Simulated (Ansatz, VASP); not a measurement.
# Ni: VASP beside Ansatz

```
Ni
1.0
     2.44802    0.00000    0.00000
    -1.22401    2.12005    0.00000
     0.00000    0.00000    4.07281
Ni
2
Direct
  0.33333 0.66667 0.25000
  0.66667 0.33333 0.75000
```

Alike in both runs: task single point; functional PBEsol; k mesh 14 × 14 × 8; occupations gaussian, width 0.1 eV; collinear spin.

|  | VASP | Ansatz |
| --- | --- | --- |
| version | VASP 6.6.1 | Ansatz 0.2.0 |
| potentials or method | VASP PAW PBE potentials, release 64 (Ni), cutoff 520 eV | plane waves, PAW |
| valence electrons in the cell | 20 | 36 |

```tsv
	VASP	Ansatz	Ansatz less VASP
pressure (GPa)	-3.4	-3.3	+0.14
traceless stress, the component that is largest in VASP (GPa)	-1.98	-2.19	-0.204
net moment per atom (μB)	0.60	0.64	+0.043
size of the moment on the site where the two differ most (μB)	0.60	0.67	+0.071
```

VASP's potentials were made for PBE, not for PBEsol. Site moments also hang on the region over which each program counts them. With one functional, cell and mesh, what is left measures potentials, basis and numerics. VASP's potentials hold 20 valence electrons a cell and Ansatz's 36, so a difference there can come from the potentials and not from the codes.
